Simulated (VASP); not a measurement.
# Si3N4 (Fd-3m) in VASP: a series of runs

Si3N4 is run at these levels: PBEsol; tasks: single point, relaxation of cell and atoms.

Program: VASP 6.6.1. These are calculated values, not measurements. Logs are shortened: lines on timing, memory, paths and dates and some standing lists are left out, and cuts for length are marked.

### 1 The cell of the first run

Symmetry: Fd-3m, No. 227, cubic system. Conventional cell: a = 7.744 Å, b = 7.744 Å, c = 7.744 Å, α = 90.00°, β = 90.00°, γ = 90.00°. Si (site symmetry -3m) has 6 N at 1.88 Å within 2.5 Å. Si (site symmetry -43m) has 4 N at 1.78 Å within 2.4 Å. Within 2.4 Å of N (site symmetry 3m) lie 4 Si at 1.78 to 1.88 Å.

### 2 Single point, PBEsol

INCAR reads:

```
SYSTEM = Si3N4
  ALGO = Normal
  EDIFF = 1E-7
  ENCUT = 520
  GGA = PS
  ISIF = 2
  ISMEAR = 0
  LASPH = .TRUE.
  LCHARG = .FALSE.
  LREAL = .FALSE.
  LWAVE = .FALSE.
  NBANDS = 45
  NELM = 60
  PREC = Accurate
  SIGMA = 0.02
```

KPOINTS reads:

```
k-points
0
G
  6 6 6
  0 0 0
```

POSCAR reads:

```
Si3N4
1.0
    0.0000000000      3.8719875248      3.8719875248
    3.8719875248      0.0000000000      3.8719875248
    3.8719875248      3.8719875248      0.0000000000
Si N
6 8
Direct
    0.1250000000      0.1250000000      0.6250000000
    0.1250000000      0.6250000000      0.1250000000
    0.6250000000      0.1250000000      0.1250000000
    0.1250000000      0.1250000000      0.1250000000
    0.7500000000      0.7500000000      0.7500000000
    0.5000000000      0.5000000000      0.5000000000
    0.3675495650      0.3675495650      0.3675495650
    0.3526486951      0.8824504350      0.8824504350
    0.8824504350      0.8824504350      0.3526486951
    0.8824504350      0.3526486951      0.8824504350
    0.3675495650      0.3675495650      0.8973513049
    0.3675495650      0.8973513049      0.3675495650
    0.8824504350      0.8824504350      0.8824504350
    0.8973513049      0.3675495650      0.3675495650
```

Potentials or basis: VASP PAW PBE potentials, release 64 (Si, N).

The run is started by

```
> cat potpaw_PBE.64/Si/POTCAR potpaw_PBE.64/N/POTCAR > POTCAR
> mpirun -np 1 vasp_std > vasp.out
```

OUTCAR:

```text
SYSTEM = Si3N4
   EDIFF = 1E-7
   ENCUT = 520
   GGA = PS
   ISIF = 2
   ISMEAR = 0
   LASPH = .TRUE.
   LREAL = .FALSE.
   NELM = 60
   PREC = Accurate

 ion  position               nearest neighbor table
   1  0.125  0.125  0.625-   7 1.88  13 1.88  10 1.88  12 1.88   8 1.88  14 1.88   4 2.74   2 2.74
                             3 2.74   4 2.74   2 2.74   3 2.74
   2  0.125  0.625  0.125-   7 1.88  13 1.88   9 1.88  11 1.88   8 1.88  14 1.88   4 2.74   1 2.74
                             1 2.74   3 2.74   4 2.74   3 2.74
   3  0.625  0.125  0.125-   7 1.88  13 1.88  10 1.88  11 1.88  12 1.88   9 1.88   4 2.74   1 2.74
                             2 2.74   1 2.74   2 2.74   4 2.74
   4  0.125  0.125  0.125-   8 1.88  10 1.88  12 1.88  14 1.88   9 1.88  11 1.88   1 2.74   2 2.74
                             3 2.74   1 2.74   2 2.74   3 2.74
   5  0.750  0.750  0.750-   8 1.78   9 1.78  10 1.78  13 1.78
   6  0.500  0.500  0.500-  11 1.78  12 1.78  14 1.78   7 1.78
   7  0.368  0.368  0.368-   6 1.78   2 1.88   3 1.88   1 1.88
   8  0.353  0.882  0.882-   5 1.78   4 1.88   1 1.88   2 1.88
   9  0.882  0.882  0.353-   5 1.78   4 1.88   2 1.88   3 1.88
  10  0.882  0.353  0.882-   5 1.78   4 1.88   1 1.88   3 1.88
  11  0.368  0.368  0.897-   6 1.78   4 1.88   2 1.88   3 1.88
  12  0.368  0.897  0.368-   6 1.78   4 1.88   1 1.88   3 1.88
  13  0.882  0.882  0.882-   5 1.78   2 1.88   3 1.88   1 1.88
  14  0.897  0.368  0.368-   6 1.78   4 1.88   1 1.88   2 1.88

  LATTYP: Found a face centered cubic cell.
 ALAT       =     7.7439750496

  Lattice vectors:

 A1 = (   0.0000000000,   3.8719875248,   3.8719875248)
 A2 = (   3.8719875248,   0.0000000000,   3.8719875248)
 A3 = (   3.8719875248,   3.8719875248,   0.0000000000)

Analysis of symmetry for initial positions (statically):
=====================================================================
 Subroutine PRICEL returns:
 Original cell was already a primitive cell.

 Routine SETGRP: Setting up the symmetry group for a
 face centered cubic supercell.

 Subroutine GETGRP returns: Found 48 space group operations
 (whereof 24 operations were pure point group operations)
 out of a pool of 48 trial point group operations.

The static configuration has the point symmetry T_d .
 The point group associated with its full space group is O_h .

Analysis of symmetry for dynamics (positions and initial velocities):
=====================================================================
 Subroutine PRICEL returns:
 Original cell was already a primitive cell.

 Routine SETGRP: Setting up the symmetry group for a
 face centered cubic supercell.

 Subroutine GETGRP returns: Found 48 space group operations
 (whereof 24 operations were pure point group operations)
 out of a pool of 48 trial point group operations.

The dynamic configuration has the point symmetry T_d .
 The point group associated with its full space group is O_h .

 Subroutine INISYM returns: Found 48 space group operations
 (whereof 24 operations are pure point group operations),
 and found     1 'primitive' translations

----------------------------------------------------------------------------------------

                                     Primitive cell

  volume of cell :     116.0999

  direct lattice vectors                    reciprocal lattice vectors
     0.000000000  3.871987525  3.871987525    -0.129132647  0.129132647  0.129132647
     3.871987525  0.000000000  3.871987525     0.129132647 -0.129132647  0.129132647
     3.871987525  3.871987525  0.000000000     0.129132647  0.129132647 -0.129132647

  length of vectors
     5.475817271  5.475817271  5.475817271     0.223664306  0.223664306  0.223664306

  position of ions in fractional coordinates (direct lattice)
     0.125000000  0.125000000  0.625000000
     0.125000000  0.625000000  0.125000000
     0.625000000  0.125000000  0.125000000
     0.125000000  0.125000000  0.125000000
     0.750000000  0.750000000  0.750000000
     0.500000000  0.500000000  0.500000000
     0.367549565  0.367549565  0.367549565
     0.352648695  0.882450435  0.882450435
     0.882450435  0.882450435  0.352648695
     0.882450435  0.352648695  0.882450435
     0.367549565  0.367549565  0.897351305
     0.367549565  0.897351305  0.367549565
     0.882450435  0.882450435  0.882450435
     0.897351305  0.367549565  0.367549565

  ion indices of the primitive-cell ions
   primitive index   ion index
                 1           1
                 2           2
                 3           3
                 4           4
                 5           5
                 6           6
                 7           7
                 8           8
                 9           9
                10          10
                11          11
                12          12
                13          13
                14          14

----------------------------------------------------------------------------------------

 KPOINTS: k-points

Automatic generation of k-mesh.
 Grid dimensions read from file:
 generate k-points for:    6    6    6

 Generating k-lattice:

  Cartesian coordinates                     Fractional coordinates (reciprocal lattice)
    -0.021522108  0.021522108  0.021522108     0.166666667  0.000000000  0.000000000
     0.021522108 -0.021522108  0.021522108     0.000000000  0.166666667  0.000000000
     0.021522108  0.021522108 -0.021522108     0.000000000  0.000000000  0.166666667

  Length of vectors
     0.037277384  0.037277384  0.037277384

  Shift w.r.t. Gamma in fractional coordinates (k-lattice)
     0.000000000  0.000000000  0.000000000

 Subroutine IBZKPT returns following result:
 ===========================================

 Found     16 irreducible k-points:

 Following reciprocal coordinates:
            Coordinates               Weight
  0.000000  0.000000  0.000000      1.000000
  0.166667  0.000000  0.000000      8.000000
  0.333333  0.000000  0.000000      8.000000
  0.500000  0.000000  0.000000      4.000000
  0.166667  0.166667  0.000000      6.000000
  0.333333  0.166667  0.000000     24.000000
[... 8 lines left out ...]
 -0.333333  0.333333  0.166667     24.000000
 -0.333333  0.500000  0.166667     12.000000
   k-points           NKPTS =     16   k-points in BZ     NKDIM =     16   number of bands    NBANDS=     45
   number of dos      NEDOS =    301   number of ions     NIONS =     14
   total plane-waves  NPLWV =  74088
   dimension x,y,z NGX =    42 NGY =   42 NGZ =   42
   dimension x,y,z NGXF=    84 NGYF=   84 NGZF=   84
   ions per type =               6   8
   NGX,Y,Z   is equivalent  to a cutoff of  12.75, 12.75, 12.75 a.u.
   NGXF,Y,Z  is equivalent  to a cutoff of  25.50, 25.50, 25.50 a.u.
 SYSTEM =  Si3N4
   PREC   = accura    normal or accurate (medium, high low for compatibility)
   ISTART =      0    job   : 0-new  1-cont  2-samecut
   ICHARG =      2    charge: 1-file 2-atom 10-const
   ISPIN  =      1    spin polarized calculation?
   LNONCOLLINEAR =      F non collinear calculations
   LSORBIT =      F    spin-orbit coupling
   LASPH  =      T    aspherical Exc in radial PAW
   ENCUT  =  520.0 eV  38.22 Ry    6.18 a.u.  10.18 10.18 10.18*2*pi/ulx,y,z
   NELM   =     60;   NELMIN=  2; NELMDL= -5     # of ELM steps
   EDIFF  = 0.1E-06   stopping-criterion for ELM
   LREAL  =      F    real-space projection
   EDIFFG = 0.1E-05   stopping-criterion for IOM
   NSW    =      0    number of steps for IOM
   IBRION =     -1    ionic relax: 0-MD 1-quasi-New 2-CG
   NFREE  =      0    steps in history (QN), initial steepest desc. (CG)
   ISIF   =      2    stress and relaxation
   ISYM   =      2    0-nonsym 1-usesym 2-fastsym
   POTIM  = 0.5000    time-step for ionic-motion
   TEBEG  =    0.0;   TEEND  =   0.0 temperature during run
   PSTRESS=    0.0 pullay stress
   NELECT =      64.0000    total number of electrons
   NUPDOWN=      -1.0000    fix difference up-down
   EMIN   =  10.00;   EMAX   =-10.00  energy-range for DOS
   EFERMI =   0.00;   METHOD = LEGACY
   ISMEAR =     0;   SIGMA  =   0.02  broadening in eV -4-tet -1-fermi 0-gaus
   EFERMI_NEDOS =   21; number of points for ismear=-14 and -15
   IALGO  =     38    algorithm
   IMIX   =      4    mixing-type and parameters
     AMIX     =   0.40;   BMIX     =  1.00
     AMIX_MAG =   1.60;   BMIX_MAG =  1.00
  volume/ion in A,a.u.               =       8.29        55.96
  Fermi-wavevector in a.u.,A,eV,Ry     =   1.342325  2.536626 24.515457  1.801835
  Thomas-Fermi vector in A             =   2.470488
   LORBIT       =      0    0 simple, 1 ext, 2 COOP (PROOUT), +10 PAW based schemes
   GGA     = PS    functional components
   LHFCALC =     F    Hartree Fock is set to
   AEXX    =    0.0000 exact exchange contribution
   IVDW    =     0    specifies the selected vdW correction
   LEPSILON=     F    determine dielectric tensor
   LRPA    =     F    only Hartree local field effects (RPA)
 non-spin polarized calculation
 Gauss-broadening in eV      SIGMA  =   0.02
  energy-cutoff  :      520.00
  volume of cell :      116.10
 maximum number of plane-waves:      3143
 NGX is ok and might be reduce to    42
   NGX = 21   NGY = 21   NGZ = 21

 number of electron      64.0000005 magnetization

 Free energy of the ion-electron system (eV)
  ---------------------------------------------------
  ext. energy  EPLUGINS =         0.00000000
  ---------------------------------------------------
  free energy    TOTEN  =      -119.29180456 eV

  energy without entropy =     -119.29180456  energy(sigma->0) =     -119.29180456

 E-fermi :   9.4067     XC(G=0): -12.4842

 val. band max:        9.2550957109   @ k =  -0.1667   0.1667   0.0000
 cond. band min:      12.5364288301   @ k =   0.0000   0.0000   0.0000
 fundamental gap:      3.2813331191
 Fermi energy:         9.4067480430

 k-point     1 :       0.0000    0.0000    0.0000
  band No.  band energies     occupation
      1      -9.6897      2.00000
      2      -6.3150      2.00000
      3      -5.3672      2.00000
      4      -5.3672      2.00000
      5      -5.3672      2.00000
      6      -4.3619      2.00000
[... 36 lines left out ...]
     43      17.0527      0.00000
     44      18.8356      0.00000

 k-point     2 :       0.1667    0.0000    0.0000
  band No.  band energies     occupation
      1      -9.5393      2.00000
      2      -6.5035      2.00000
      3      -5.7038      2.00000
      4      -5.3406      2.00000
      5      -5.3406      2.00000
      6      -4.4749      2.00000
[... 36 lines left out ...]
     43      17.4856      0.00000
     44      18.3444      0.00000

 k-point     3 :       0.3333    0.0000    0.0000
  band No.  band energies     occupation
      1      -9.1121      2.00000
      2      -7.2597      2.00000
      3      -5.8834      2.00000
      4      -5.2517      2.00000
      5      -5.2517      2.00000
      6      -4.7625      2.00000
[... 600 lines left out ...]
     43      19.2915      0.00000
     44      19.2934      0.00000

 k-point    16 :      -0.3333    0.5000    0.1667
  band No.  band energies     occupation
      1      -7.9504      2.00000
      2      -7.9504      2.00000
      3      -6.6067      2.00000
      4      -6.6067      2.00000
      5      -5.0766      2.00000
      6      -5.0766      2.00000
[... 36 lines left out ...]
     43      19.0401      0.00000
     44      19.0401      0.00000
 [bands above 44 left out]

------------------------ aborting loop because EDIFF is reached ----------------------------------------

  FORCE on cell =-STRESS in cart. coord.  units (eV):
  Direction    XX          YY          ZZ          XY          YZ          ZX
  --------------------------------------------------------------------------------------
  -------------------------------------------------------------------------------------
  Total        0.2205357      0.2205357      0.2205357      0.0000000      0.0000000     -0.0000000
  in kB        3.0433903      3.0433903      3.0433903      0.0000000      0.0000000     -0.0000000
  external PRESSURE =       3.0433903 kB  Pullay stress =       0.0000000 kB

 VOLUME and BASIS-vectors are now :
 -----------------------------------------------------------------------------
  energy-cutoff  :      520.00
  volume of cell :      116.10
      direct lattice vectors                 reciprocal lattice vectors
     0.000000000  3.871987525  3.871987525    -0.129132647  0.129132647  0.129132647
     3.871987525  0.000000000  3.871987525     0.129132647 -0.129132647  0.129132647
     3.871987525  3.871987525  0.000000000     0.129132647  0.129132647 -0.129132647

 POSITION                                       TOTAL-FORCE (eV/Angst)
 -----------------------------------------------------------------------------------
      2.90399      2.90399      0.96800         0.000000      0.000000      0.000000
      2.90399      0.96800      2.90399         0.000000      0.000000      0.000000
      0.96800      2.90399      2.90399         0.000000      0.000000      0.000000
      0.96800      0.96800      0.96800         0.000000      0.000000      0.000000
      5.80798      5.80798      5.80798         0.000000      0.000000      0.000000
      3.87199      3.87199      3.87199         0.000000      0.000000      0.000000
      2.84629      2.84629      2.84629         0.005346      0.005346      0.005346
      6.83367      4.78229      4.78229        -0.005346      0.005346      0.005346
      4.78229      4.78229      6.83367         0.005346      0.005346     -0.005346
      4.78229      6.83367      4.78229         0.005346     -0.005346      0.005346
      4.89768      4.89768      2.84629        -0.005346     -0.005346      0.005346
      4.89768      2.84629      4.89768        -0.005346      0.005346     -0.005346
      6.83367      6.83367      6.83367        -0.005346     -0.005346     -0.005346
      2.84629      4.89768      4.89768         0.005346     -0.005346     -0.005346
 -----------------------------------------------------------------------------------
    total drift:                               -0.000000     -0.000000     -0.000000

  FREE ENERGIE OF THE ION-ELECTRON SYSTEM (eV)
  ---------------------------------------------------
  free  energy   TOTEN  =      -119.2918045560 eV

  energy  without entropy=     -119.2918045560  energy(sigma->0) =     -119.29180456
```

Wall time 58 s (1 thread of Intel Xeon Platinum 8559C (Emerald Rapids), shared host); peak memory 0.25 GiB.

What came out:

| Item | Value |
| --- | --- |
| Free energy | -119.2918 eV |
| Pressure | 0.3 GPa |
| Largest force | 0.009 eV/Å |
| Band gap on the k mesh | 3.28 eV, indirect (least direct gap 3.32 eV) |

Forces on the atoms (eV/Å):
```
Si   0.000  0.000  0.000
Si   0.000  0.000  0.000
Si   0.000  0.000  0.000
Si   0.000  0.000  0.000
Si   0.000  0.000  0.000
Si   0.000  0.000  0.000
N    0.005  0.005  0.005
N   -0.005  0.005  0.005
N    0.005  0.005 -0.005
N    0.005 -0.005  0.005
N   -0.005 -0.005  0.005
N   -0.005  0.005 -0.005
N   -0.005 -0.005 -0.005
N    0.005 -0.005 -0.005
```

Caveat: the PAW data sets were made with another functional, which shifts forces and pressure a little. Expect the measured gap to be larger: semilocal functionals such as PBEsol lack the derivative discontinuity.

### 3 Relaxation of cell and atoms, PBEsol

This run uses another cell than the first one, of 8.44 Å³/atom, 1.018 times its volume.

INCAR reads:

```
ALGO = Normal
EDIFF = 1E-6
EDIFFG = -0.005
ENCUT = 600
GGA = PS
IBRION = 2
ISIF = 3
ISMEAR = 0
LASPH = True
LCHARG = False
LREAL = False
LWAVE = False
NELM = 100
NSW = 70
PREC = Accurate
SIGMA = 0.02
```

KPOINTS reads:

```
k-points
0
Gamma
  6 6 6
```

POSCAR reads:

```
Si3N4
1.0
    0.0000000000      3.8946186242      3.8946186242
    3.8946186242      0.0000000000      3.8946186242
    3.8946186242      3.8946186242      0.0000000000
Si N
6 8
Direct
    0.1250000000      0.1250000000      0.6250000000
    0.1250000000      0.6250000000      0.1250000000
    0.6250000000      0.1250000000      0.1250000000
    0.1250000000      0.1250000000      0.1250000000
    0.7500000000      0.7500000000      0.7500000000
    0.5000000000      0.5000000000      0.5000000000
    0.3675422895      0.3675422895      0.3675422895
    0.3526268684      0.8824577105      0.8824577105
    0.8824577105      0.8824577105      0.3526268684
    0.8824577105      0.3526268684      0.8824577105
    0.3675422895      0.3675422895      0.8973731316
    0.3675422895      0.8973731316      0.3675422895
    0.8824577105      0.8824577105      0.8824577105
    0.8973731316      0.3675422895      0.3675422895
```

Potentials or basis: VASP PAW PBE potentials, release 64 (Si, N).

The run is started by

```
> cat potpaw_PBE.64/Si/POTCAR potpaw_PBE.64/N/POTCAR > POTCAR
> mpirun -np 1 vasp_std > vasp.out
```

Run time: 3.8 min. Hardware: 1 thread of Intel Xeon Platinum 8559C (Emerald Rapids), shared host; peak memory 0.34 GiB.

Results (log left out):

```
Free energy                            : -119.3098 eV
Relaxed volume                         : 8.29 Å³/atom
Relaxed cell                           : a = 5.476 Å, b = 5.476 Å, c = 5.476 Å, α = 60.00°, β = 60.00°, γ = 60.00°
Space group after relaxing (to 0.05 Å) : Fd-3m (No. 227)
Energy gained by relaxing              : 2.3 meV/atom
Ionic steps                            : 6
Pressure after relaxing                : 0.1 GPa
Band gap on the k mesh                 : 3.28 eV, indirect (least direct gap 3.32 eV)
```

Forces on the atoms (eV/Å):
```
Si   0.000  0.000  0.000
Si   0.000  0.000  0.000
Si   0.000  0.000  0.000
Si   0.000  0.000  0.000
Si   0.000  0.000  0.000
Si   0.000  0.000  0.000
N    0.001  0.001  0.001
N   -0.001  0.001  0.001
N    0.001  0.001 -0.001
N    0.001 -0.001  0.001
N   -0.001 -0.001  0.001
N   -0.001  0.001 -0.001
N   -0.001 -0.001 -0.001
N    0.001 -0.001 -0.001
```

Step by step:
```tsv
step	energy change (eV)	largest force (eV/Å)	pressure (GPa)	volume (Å³)
1	0.0000	0.0497	-5.09	118.15
2	0.0263	0.2087	7.29	113.62
3	-0.0320	0.0564	-0.06	116.19
4	-0.0320	0.0587	0.05	116.15
5	-0.0320	0.0568	0.13	116.09
6	-0.0323	0.0022	0.08	116.12
```

Final structure:
```
CELL_PARAMETERS angstrom
0.00000 3.87220 3.87220
3.87220 0.00000 3.87220
3.87220 3.87220 0.00000
ATOMIC_POSITIONS crystal
Si 0.12500 0.12500 0.62500
Si 0.12500 0.62500 0.12500
Si 0.62500 0.12500 0.12500
Si 0.12500 0.12500 0.12500
Si 0.75000 0.75000 0.75000
Si 0.50000 0.50000 0.50000
N 0.36756 0.36756 0.36756
N 0.35268 0.88244 0.88244
N 0.88244 0.88244 0.35268
N 0.88244 0.35268 0.88244
N 0.36756 0.36756 0.89732
N 0.36756 0.89732 0.36756
N 0.88244 0.88244 0.88244
N 0.89732 0.36756 0.36756
```

Levels at points of the mesh, in eV from the valence-band top:
```tsv
k point	band 29	band 30	band 31	band 32	band 33	band 34	band 35	band 36
(0.00, 0.00, 0.00)	-0.18	-0.04	-0.04	-0.04	3.28	3.28	3.28	4.89
(0.50, 0.00, 0.00)	-0.48	-0.48	-0.36	-0.36	4.86	5.66	5.66	6.30
(0.50, 0.50, 0.00)	-1.13	-1.13	-0.46	-0.46	6.59	6.59	6.91	6.91
```

Caveat: the PAW data sets were made with another functional, which shifts forces and pressure a little.
